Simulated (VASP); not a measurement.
# ZnS in VASP: notebook

ZnS is run at these levels: PBE; tasks: single point.

Everything below comes from runs of VASP 6.6.1. Logs are shortened: lines on timing, memory, paths and dates and some standing lists are left out, and cuts for length are marked.

**1. The cell of the first run**

The typed cell holds 12 atoms: a = 3.659 Å, b = 3.860 Å, c = 17.836 Å, α = 83.64°, β = 95.62°, γ = 93.90°.

**2. Single point, PBE**

Contents of INCAR:

```
SYSTEM = ZnS
PREC     = Accurate       ! precision mode
ENCUT    = 520            ! plane-wave cutoff, eV
EDIFF    = 1E-6           ! SCF threshold, eV
ISMEAR   = 0              ! smearing method
SIGMA    = 0.1            ! smearing width, eV
LREAL    = .FALSE.        ! projectors in reciprocal space
LASPH    = .TRUE.         ! aspherical terms in the spheres
NELM     = 80             ! most SCF steps
ALGO     = Normal         ! electronic algorithm
ISIF     = 2              ! what is computed and relaxed
LWAVE    = .FALSE.        ! write WAVECAR
LCHARG   = .FALSE.        ! write CHGCAR
GGA      = PE             ! functional
NBANDS   = 66             ! bands
```

Contents of KPOINTS:

```
regular mesh
0
G
  4 4 1
  0 0 0
```

Contents of POSCAR:

```
ZnS
1.0
    3.6533183362     -0.1174681340     -0.1736593568
   -0.1288922610      3.8519276858      0.2124070738
   -0.8726129973      0.9697613494     17.7879915370
Zn S
6 6
Direct
    0.5423863096      0.4784360059      0.0834873492
    0.5420911337      0.4274557670      0.5844506643
    0.4575577484      0.5217397204      0.4164305892
    0.4579559776      0.5734667539      0.9155415379
    0.0003020853     -0.0005074705      0.2499215624
    0.0000928704      0.9999999749      0.7499986461
    0.5254206378     -0.0713852536      0.1602330680
    0.5286409784     -0.1017549685      0.6616889003
    0.0079358652      0.5888815811      0.5009083116
   -0.0083704253      0.4106471016      0.9991949927
    0.4746983149      0.0710303273      0.3397460236
    0.4712885039      0.1019904606      0.8383983547
```

Potentials or basis: VASP PAW PBE potentials, release 64 (Zn, S).

On the command line:

```console
cat potpaw_PBE.64/Zn/POTCAR potpaw_PBE.64/S/POTCAR > POTCAR
mpirun -np 1 vasp_std > vasp.out
```

OUTCAR:

```text
SYSTEM = ZnS
   PREC = Accurate
   ENCUT = 520
   EDIFF = 1E-6
   ISMEAR = 0
   LREAL = .FALSE.
   LASPH = .TRUE.
   NELM = 80
   ISIF = 2
   GGA = PE

 ion  position               nearest neighbor table
   1  0.542  0.478  0.083-   7 2.34  10 2.38   7 2.40  10 2.41   4 2.97
   2  0.542  0.427  0.584-   8 2.33   9 2.38   8 2.40   9 2.41   3 2.97
   3  0.458  0.522  0.416-  11 2.34   9 2.38  11 2.39   9 2.41   2 2.97
   4  0.458  0.573  0.916-  12 2.33  10 2.38  12 2.41  10 2.41   1 2.97
   5  0.000  0.999  0.250-   7 2.27  11 2.27   7 2.66  11 2.67
   6  0.000  1.000  0.750-   8 2.26  12 2.26   8 2.69  12 2.69
   7  0.525  0.929  0.160-   5 2.27   1 2.34   1 2.40   5 2.66
   8  0.529  0.898  0.662-   6 2.26   2 2.33   2 2.40   6 2.69
   9  0.008  0.589  0.501-   2 2.38   3 2.38   3 2.41   2 2.41
  10  0.992  0.411  0.999-   1 2.38   4 2.38   1 2.41   4 2.41
  11  0.475  0.071  0.340-   5 2.27   3 2.34   3 2.39   5 2.67
  12  0.471  0.102  0.838-   6 2.26   4 2.33   4 2.41   6 2.69

  LATTYP: Found a triclinic cell.
 ALAT       =     3.6593293375
 B/A-ratio  =     1.5020202495
 C/A-ratio  =     4.8787155061
 COS(alpha) =     0.0034019687
 COS(beta)  =     0.1071461521
 COS(gamma) =     0.7135125118

  Lattice vectors:

 A1 = (  -3.6533183362,   0.1174681340,   0.1736593568)
 A2 = (  -3.7822105972,   3.9693958198,   0.3860664306)
 A3 = (  -2.7807053389,  -0.8522932154, -17.6143321802)

Analysis of symmetry for initial positions (statically):
=====================================================================
 Subroutine PRICEL returns:
 Original cell was already a primitive cell.

 Routine SETGRP: Setting up the symmetry group for a
 triclinic supercell.

 Subroutine GETGRP returns: Found  1 space group operations
 (whereof  1 operations were pure point group operations)
 out of a pool of  2 trial point group operations.

The static configuration has the point symmetry C_1 .

Analysis of symmetry for dynamics (positions and initial velocities):
=====================================================================
 Subroutine PRICEL returns:
 Original cell was already a primitive cell.

 Routine SETGRP: Setting up the symmetry group for a
 triclinic supercell.

 Subroutine GETGRP returns: Found  1 space group operations
 (whereof  1 operations were pure point group operations)
 out of a pool of  2 trial point group operations.

The dynamic configuration has the point symmetry C_1 .
[... 113 lines left out ...]
   TEBEG  =    0.0;   TEEND  =   0.0 temperature during run
   PSTRESS=    0.0 pullay stress
   NELECT =     108.0000    total number of electrons
   NUPDOWN=      -1.0000    fix difference up-down
   EMIN   =  10.00;   EMAX   =-10.00  energy-range for DOS
   EFERMI =   0.00;   METHOD = LEGACY
   ISMEAR =     0;   SIGMA  =   0.10  broadening in eV -4-tet -1-fermi 0-gaus
   EFERMI_NEDOS =   21; number of points for ismear=-14 and -15
   IALGO  =     38    algorithm
   IMIX   =      4    mixing-type and parameters
     AMIX     =   0.40;   BMIX     =  1.00
     AMIX_MAG =   1.60;   BMIX_MAG =  1.00
  volume/ion in A,a.u.               =      20.73       139.89
  Fermi-wavevector in a.u.,A,eV,Ry     =   1.239628  2.342558 20.907775  1.536678
  Thomas-Fermi vector in A             =   2.374103
   LORBIT       =      0    0 simple, 1 ext, 2 COOP (PROOUT), +10 PAW based schemes
   GGA     = PE    functional components
   LHFCALC =     F    Hartree Fock is set to
   AEXX    =    0.0000 exact exchange contribution
   IVDW    =     0    specifies the selected vdW correction
   LEPSILON=     F    determine dielectric tensor
   LRPA    =     F    only Hartree local field effects (RPA)
 non-spin polarized calculation
 Gauss-broadening in eV      SIGMA  =   0.10
  energy-cutoff  :      520.00
  volume of cell :      248.76
 maximum number of plane-waves:      6724
   NGX = 13   NGY = 15   NGZ = 67

 number of electron     108.0000015 magnetization

 Free energy of the ion-electron system (eV)
  ---------------------------------------------------
  ext. energy  EPLUGINS =         0.00000000
  ---------------------------------------------------
  free energy    TOTEN  =       -37.77662433 eV

  energy without entropy =      -37.77662433  energy(sigma->0) =      -37.77662433

 E-fermi :   2.4578     XC(G=0):  -9.4328

 val. band max:        2.0151953925   @ k =   0.5000  -0.0000   0.0000
 cond. band min:       3.2929244005   @ k =   0.0000   0.0000   0.0000
 fundamental gap:      1.2777290080
 Fermi energy:         2.4577760148

 k-point     1 :       0.0000    0.0000    0.0000
  band No.  band energies     occupation
      1     -11.1973      2.00000
      2     -11.0396      2.00000
      3     -10.8053      2.00000
      4     -10.3983      2.00000
      5     -10.1823      2.00000
      6      -9.9057      2.00000
[... 679 lines left out ...]
     65       7.6289      0.00000
     66       7.7741      0.00000

------------------------ aborting loop because EDIFF is reached ----------------------------------------

  FORCE on cell =-STRESS in cart. coord.  units (eV):
  Direction    XX          YY          ZZ          XY          YZ          ZX
  --------------------------------------------------------------------------------------
  -------------------------------------------------------------------------------------
  Total        0.3317135      0.1193278      0.1662202     -0.0555242      0.0978436     -0.0441137
  in kB        2.1364849      0.7685613      1.0705832     -0.3576177      0.6301866     -0.2841254
  external PRESSURE =       1.3252098 kB  Pullay stress =       0.0000000 kB

 VOLUME and BASIS-vectors are now :
 -----------------------------------------------------------------------------
  energy-cutoff  :      520.00
  volume of cell :      248.76
      direct lattice vectors                 reciprocal lattice vectors
     3.653318336 -0.117468134 -0.173659357     0.274614561  0.008471690  0.013009716
    -0.128892261  3.851927686  0.212407074     0.007722879  0.260631333 -0.013830179
    -0.872612997  0.969761349 17.787991537     0.002588769 -0.003029502  0.056509859

 POSITION                                       TOTAL-FORCE (eV/Angst)
 -----------------------------------------------------------------------------------
      1.84699      1.86015      1.49250        -0.013196     -0.005837     -0.003802
      1.41534      2.14963     10.39286        -0.005689     -0.014252      0.011250
      1.24097      2.35979      7.43883         0.009832      0.000919      0.009885
      0.80023      3.04301     16.32793         0.001298     -0.000665      0.000578
     -0.34581      4.09230      4.65785         0.004419      0.001837      0.002914
     -0.78301      4.57924     13.55336         0.003323      0.000135      0.000080
      1.66002      3.67062      2.95622        -0.019667      0.006655      0.021060
      1.23812      4.03956     11.86911        -0.017857      0.007667     -0.005501
     -0.48401      2.75316      9.03386        -0.010008      0.005033     -0.012004
      2.69790      2.43428     17.68869         0.019785     -0.002571     -0.004341
      1.42860      0.54731      5.97605         0.013912     -0.001822     -0.021209
      0.97702      1.15054     14.85324         0.013848      0.002900      0.001091
 -----------------------------------------------------------------------------------
    total drift:                                0.000066     -0.000297      0.000195

  FREE ENERGIE OF THE ION-ELECTRON SYSTEM (eV)
  ---------------------------------------------------
  free  energy   TOTEN  =       -37.7766243312 eV

  energy  without entropy=      -37.7766243312  energy(sigma->0) =      -37.77662433
```

Run time: 2.5 min. Hardware: 1 thread of AMD EPYC 9R45 (Zen 5), shared host; peak memory 0.35 GiB.

Results:

```
Free energy            : -37.7766 eV
Pressure               : 0.1 GPa
Largest force          : 0.030 eV/Å
Band gap on the k mesh : 1.28 eV (least direct gap 1.35 eV)
```

Forces in eV/Å, atoms in the order of the input:
```
Zn  -0.013 -0.006 -0.004
Zn  -0.006 -0.014  0.011
Zn   0.010  0.001  0.010
Zn   0.001 -0.001  0.001
Zn   0.004  0.002  0.003
Zn   0.003  0.000  0.000
S   -0.020  0.007  0.021
S   -0.018  0.008 -0.006
S   -0.010  0.005 -0.012
S    0.020 -0.003 -0.004
S    0.014 -0.002 -0.021
S    0.014  0.003  0.001
```

Stress tensor (GPa, compression positive):
```
 0.21 -0.04 -0.03
-0.04  0.08  0.06
-0.03  0.06  0.11
```

Caveat: the k points lie up to 0.43 Å⁻¹ apart.

**3. Single point, PBE**

Contents of INCAR:

```
SYSTEM = ZnS
PREC = Accurate
ENCUT = 520
EDIFF = 1E-6
ISMEAR = 0
SIGMA = 0.1
LREAL = .FALSE.
LASPH = .TRUE.
NELM = 100
ALGO = Normal
ISIF = 2
LWAVE = .FALSE.
LCHARG = .TRUE.
GGA = PE
LELF = .TRUE.
LVHAR = .TRUE.
NBANDS = 66
```

Contents of KPOINTS:

```
regular mesh
0
G
  6 4 1
  0 0 0
```

Contents of POSCAR:

```
ZnS
1.0
    3.6593293375      0.0000000000      0.0000000000
   -0.2624113889      3.8510020955      0.0000000000
   -1.4840562556     -1.9896876360     17.6521922913
Zn S
6 6
Direct
    0.0424142806      0.3118765227      0.8335283800
    0.0421191047      0.7618595989      0.3344916950
    0.9575857194      0.6881234773      0.1664716200
    0.9578808953      0.2381404011      0.6655083050
    0.5000000000      0.0000000000      0.0000000000
    0.5000000000      0.5000000000      0.5000000000
    0.0254486088      0.8388009820      0.9102740987
    0.0286689493      0.3098870994      0.4117299311
    0.5079638362      0.8397430603      0.2509493423
    0.4920361638      0.1602569397      0.7490506577
    0.9745513912      0.1611990180      0.0897259013
    0.9713310507      0.6901129006      0.5882700689
```

Potentials or basis: VASP PAW PBE potentials, release 64 (Zn, S).

On the command line:

```console
cat potpaw_PBE.64/Zn/POTCAR potpaw_PBE.64/S/POTCAR > POTCAR
mpirun -np 1 vasp_std > vasp.out
```

OUTCAR:

```text
SYSTEM = ZnS
   PREC = Accurate
   ENCUT = 520
   EDIFF = 1E-6
   ISMEAR = 0
   LREAL = .FALSE.
   LASPH = .TRUE.
   NELM = 100
   ISIF = 2
   GGA = PE

 ion  position               nearest neighbor table
   1  0.042  0.312  0.834-   7 2.34  10 2.38   7 2.40  10 2.41   4 2.97
   2  0.042  0.762  0.334-   8 2.33   9 2.38   8 2.40   9 2.41   3 2.97
   3  0.958  0.688  0.166-  11 2.34   9 2.38  11 2.40   9 2.41   2 2.97
   4  0.958  0.238  0.666-  12 2.33  10 2.38  12 2.40  10 2.41   1 2.97
   5  0.500  0.000  0.000-   7 2.27  11 2.27   7 2.67  11 2.67
   6  0.500  0.500  0.500-   8 2.26  12 2.26   8 2.69  12 2.69
   7  0.025  0.839  0.910-   5 2.27   1 2.34   1 2.40   5 2.67
   8  0.029  0.310  0.412-   6 2.26   2 2.33   2 2.40   6 2.69
   9  0.508  0.840  0.251-   2 2.38   3 2.38   3 2.41   2 2.41
  10  0.492  0.160  0.749-   4 2.38   1 2.38   1 2.41   4 2.41
  11  0.975  0.161  0.090-   5 2.27   3 2.34   3 2.40   5 2.67
  12  0.971  0.690  0.588-   6 2.26   4 2.33   4 2.40   6 2.69

  LATTYP: Found a triclinic cell.
 ALAT       =     3.6593293375
[... 209 lines left out ...]
      6      -9.9153      2.00000
[... 955 lines left out ...]
     65       7.4820      0.00000
     66       8.0198      0.00000

------------------------ aborting loop because EDIFF is reached ----------------------------------------

  FORCE on cell =-STRESS in cart. coord.  units (eV):
  Direction    XX          YY          ZZ          XY          YZ          ZX
  --------------------------------------------------------------------------------------
  -------------------------------------------------------------------------------------
  Total       -0.0348178      0.0735635      0.2212461     -0.0168719      0.1391570      0.0754634
  in kB       -0.2242528      0.4738046      1.4249913     -0.1086676      0.8962762      0.4860409
  external PRESSURE =       0.5581810 kB  Pullay stress =       0.0000000 kB

 VOLUME and BASIS-vectors are now :
 -----------------------------------------------------------------------------
  energy-cutoff  :      520.00
  volume of cell :      248.76
      direct lattice vectors                 reciprocal lattice vectors
     3.659329338  0.000000000  0.000000000     0.273274119  0.018621190  0.025073629
    -0.262411389  3.851002096  0.000000000     0.000000000  0.259672671  0.029269311
    -1.484056256 -1.989687636 17.652192291     0.000000000  0.000000000  0.056650187

 POSITION                                       TOTAL-FORCE (eV/Angst)
 -----------------------------------------------------------------------------------
     -1.16364     -0.45742     14.71360        -0.009225     -0.013156     -0.018892
     -0.54220      2.26839      5.90451        -0.006422     -0.011042      0.008669
      3.07650      2.31874      2.93859         0.009225      0.013156      0.018892
      2.45506     -0.40707     11.74768         0.006422      0.011042     -0.008669
      1.82966      0.00000      0.00000        -0.000000      0.000000      0.000000
      0.95643      0.93066      8.82610        -0.000000      0.000000      0.000000
     -1.47788      1.41906     16.06833        -0.028175      0.006872      0.016672
     -0.58744      0.37416      7.26794        -0.029413      0.016910     -0.018926
      1.26603      2.73454      4.42981        -0.008960     -0.017342     -0.018786
      0.64684     -0.87323     13.22239         0.008960      0.017342      0.018786
      3.39075      0.44225      1.58386         0.028175     -0.006872     -0.016672
      2.50030      1.48715     10.38426         0.029413     -0.016910      0.018926
 -----------------------------------------------------------------------------------
    total drift:                                0.000000      0.000000      0.000000

  FREE ENERGIE OF THE ION-ELECTRON SYSTEM (eV)
  ---------------------------------------------------
  free  energy   TOTEN  =       -37.8627394431 eV

  energy  without entropy=      -37.8627394431  energy(sigma->0) =      -37.86273944
```

OSZICAR:

```text
N       E                     dE             d eps       ncg     rms          rms(c)
DAV:   1     0.936790053188E+03    0.93679E+03   -0.48495E+04  1848   0.195E+03
DAV:   2     0.108412510254E+03   -0.82838E+03   -0.79737E+03  1848   0.464E+02
DAV:   3    -0.320486770067E+02   -0.14046E+03   -0.13584E+03  2052   0.169E+02
DAV:   4    -0.411219243154E+02   -0.90732E+01   -0.90042E+01  2152   0.425E+01
DAV:   5    -0.413043855377E+02   -0.18246E+00   -0.18219E+00  2176   0.605E+00    0.167E+01
DAV:   6    -0.378655910102E+02    0.34388E+01   -0.66998E+00  2760   0.452E+01    0.131E+01
DAV:   7    -0.379906398763E+02   -0.12505E+00   -0.81568E+00  2120   0.983E+00    0.516E+00
DAV:   8    -0.378584440108E+02    0.13220E+00   -0.74084E-01  2372   0.939E+00    0.140E+00
DAV:   9    -0.378610188622E+02   -0.25749E-02   -0.14602E-01  2400   0.421E+00    0.519E-01
DAV:  10    -0.378617443810E+02   -0.72552E-03   -0.10541E-02  2140   0.143E+00    0.321E-01
DAV:  11    -0.378624441398E+02   -0.69976E-03   -0.24630E-03  2080   0.299E-01    0.154E-01
DAV:  12    -0.378627399915E+02   -0.29585E-03   -0.61186E-04  2052   0.250E-01    0.406E-02
DAV:  13    -0.378627225339E+02    0.17458E-04   -0.17189E-04  2384   0.199E-01    0.278E-02
DAV:  14    -0.378627349157E+02   -0.12382E-04   -0.49158E-05  2070   0.577E-02    0.110E-02
DAV:  15    -0.378627390545E+02   -0.41388E-05   -0.13923E-05  2092   0.255E-02    0.741E-03
DAV:  16    -0.378627394431E+02   -0.38870E-06   -0.28551E-06  1820   0.169E-02
   1 F= -.37862739E+02 E0= -.37862739E+02  d E =-.126017E-12
```

stdout:

```text
POSCAR found type information on POSCAR ZnS
 POSCAR found :  2 types and      12 ions
 scaLAPACK will be used
 LDA part: xc-table for (Slater+PW92), standard interpolation
 POSCAR, INCAR and KPOINTS ok, starting setup
 FFT: planning ... GRIDC
 FFT: planning ... GRID_SOFT
 FFT: planning ... GRID
 WAVECAR not read
 entering main loop
```

It took 3.5 min on 1 thread of AMD EPYC 9R45 (Zen 5), shared host; peak memory 0.38 GiB.

Results:

```yaml
Free_energy: -37.8627 eV
Pressure: 0.1 GPa
Largest_force: 0.039 eV/Å
Band_gap_on_the_k_mesh: 1.29 eV (least direct gap 1.35 eV)
```

Forces in eV/Å, atoms in the order of the input:
```
Zn  -0.009 -0.013 -0.019
Zn  -0.006 -0.011  0.009
Zn   0.009  0.013  0.019
Zn   0.006  0.011 -0.009
Zn   0.000  0.000  0.000
Zn   0.000  0.000  0.000
S   -0.028  0.007  0.017
S   -0.029  0.017 -0.019
S   -0.009 -0.017 -0.019
S    0.009  0.017  0.019
S    0.028 -0.007 -0.017
S    0.029 -0.017  0.019
```

Stress tensor (GPa, compression positive):
```
-0.02 -0.01  0.05
-0.01  0.05  0.09
 0.05  0.09  0.14
```

A k mesh can miss the band edges.
